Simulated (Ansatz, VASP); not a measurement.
## ScNbN: VASP beside Ansatz

INCAR

```
SYSTEM = ScNbN
PREC = Accurate
ENCUT = 520
EDIFF = 1E-6
ISMEAR = -1
SIGMA = 0.05
LREAL = .False.
LASPH = .True.
NELM = 100
ALGO = Normal
ISIF = 2
LWAVE = .False.
LCHARG = .False.
GGA = PE
NBANDS = 38
```

Contents of KPOINTS:

```
Automatic mesh
0
Gamma
  10 10 3
  0 0 0
```

The input POSCAR:

```
ScNbN
1.0
    3.0900947683      0.0000000000      0.0000000000
   -1.5450473842      2.6761005695      0.0000000000
    0.0000000000      0.0000000000     10.2876398116
Nb Sc N
2 2 2
Direct
    0.3333333333      0.6666666667      0.2474310000
    0.6666666667      0.3333333333      0.7525690000
    0.0000000000      0.0000000000      0.0000000000
    0.0000000000      0.0000000000      0.5000000000
    0.3333333333      0.6666666667      0.6278110000
    0.6666666667      0.3333333333      0.3721890000
```

The input input.yaml:

```yaml
crystal:
  lattice:
    - [3.0900947683, 0.0, 0.0]
    - [-1.5450473842, 2.6761005695, 0.0]
    - [0.0, 0.0, 10.2876398116]
  atoms:
    - { symbol: Nb, position: [0.3333333333, 0.6666666667, 0.247431] }
    - { symbol: Nb, position: [0.6666666667, 0.3333333333, 0.752569] }
    - { symbol: Sc, position: [0.0, 0.0, 0.0] }
    - { symbol: Sc, position: [0.0, 0.0, 0.5] }
    - { symbol: "N", position: [0.3333333333, 0.6666666667, 0.627811] }
    - { symbol: "N", position: [0.6666666667, 0.3333333333, 0.372189] }
hamiltonian:
  xc: pbe
  pseudopotentials: { kind: paw }
kpoints:
  mp_grid: { grid: [10, 10, 3] }
scf:
  occupations: { method: fermi_dirac, width: 0.05 }
output:
  forces: true
  stress: true
  eigenvalues: true
  write_density: true
  write_potential: true
  elf: true
  volumetric_format: npy
```

Alike in both runs: task single point; functional PBE; k mesh 10 × 10 × 3; occupations fermi-dirac, width 0.05 eV; no spin polarisation.

|  | VASP | Ansatz |
| --- | --- | --- |
| version | VASP 6.6.1 | Ansatz 0.2.0 |
| potentials or method | VASP PAW PBE potentials, release 64 (Nb_sv, Sc_sv, N) | Ansatz PAW |
| plane-wave cutoff (eV) | 520 | 420 |
| valence electrons in the cell | 58 | 58 |

VASP gave:

```
gap on the k mesh at the Fermi level (eV)                     : none
pressure (GPa)                                                : 1.7
traceless stress, the component that is largest in VASP (GPa) : 0.13
rms of the force components (eV/Å)                            : 0.084
```

Problem. Which values does Ansatz return?

Solution. gap on the k mesh at the Fermi level (eV): none; pressure (GPa): 1.6; traceless stress, the component that is largest in VASP (GPa): 0.08; rms of the force components (eV/Å): 0.059.

Atom by atom the forces differ by 0.026 eV/Å (rms over components). A gap of «none» marks a metal or a gap that the smearing closes. With one functional, cell and mesh, what is left measures potentials, basis and numerics.
